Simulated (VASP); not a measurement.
A run of VASP 6.6.1:

Contents of INCAR:

```
SYSTEM = Ta3Ru
PREC = Accurate
ENCUT = 520
EDIFF = 1E-7
ISMEAR = 0
SIGMA = 0.15
LREAL = .False.
LASPH = .True.
NELM = 100
ALGO = Fast
ISIF = 2
LWAVE = .False.
LCHARG = .False.
GGA = PS
NBANDS = 32
```

The input KPOINTS:

```
regular mesh
0
Gamma
  18 18 6
  0 0 0
```

File POSCAR:

```
Ta3Ru
1.0
    1.6346222942     -2.3180469491      0.0000000000
    1.6346222942      2.3180469491      0.0000000000
    0.0000000000      0.0000000000      9.0081454770
Ta Ru
3 1
Direct
    0.5000000000      0.5000000000      0.7635524487
    0.0000000000      0.0000000000      0.5000000000
    0.5000000000      0.5000000000      0.2364475513
    0.0000000000      0.0000000000      0.0000000000
```

Potentials or basis: VASP PAW PBE potentials, release 64 (Ta_pv, Ru_pv).

Run with:

```bash
$ cat potpaw_PBE.64/Ta_pv/POTCAR potpaw_PBE.64/Ru_pv/POTCAR > POTCAR
$ mpirun -np 1 vasp_std > vasp.out
```

Hardware: 1 thread of Intel(R) Xeon(R) 6975P-C (Granite Rapids), with other jobs on the host.

Question: Estimate the wall time of this run.

Answer: It took 6.9 min on 1 thread of Intel(R) Xeon(R) 6975P-C (Granite Rapids), on a shared host, peak memory 0.72 GiB. Counts: scf iterations 20, k points 364.
